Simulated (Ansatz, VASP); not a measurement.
# Two plane-wave programs on TaN

```xyz
6
Lattice="5.2082 0.0000 0.0000 -2.6041 4.5105 0.0000 0.0000 0.0000 2.9177" Properties=species:S:1:pos:R:3 pbc="T T T"
Ta    0.0000    0.0000    0.0000
Ta    0.0000    3.0070    1.4588
Ta    2.6041    1.5035    1.4588
N     2.6041    0.0000    0.0000
N     1.3021    2.2552    0.0000
N    -1.3021    2.2552    0.0000
```

Alike in both runs: task single point; functional r2SCAN; k mesh 5 × 5 × 8; occupations gaussian, width 0.1 eV; no spin polarisation.

```csv
,VASP,Ansatz
version,VASP 6.6.1,Ansatz 0.2.0
potentials or method,"VASP PAW PBE potentials, release 64 (Ta_sv_GW, N), cutoff 660 eV","plane waves, PAW"
valence electrons in the cell,54,54
```

Ansatz gave:

* pressure (GPa): 1.5
* traceless stress, the component that is largest in VASP (GPa): -1.73

Task: Estimate VASP's values.

Result: Pressure (GPa): 1.7; traceless stress, the component that is largest in VASP (GPa): -1.64.

VASP's potentials were made for PBE, not for r2SCAN.

Neither program's run includes spin-orbit coupling.
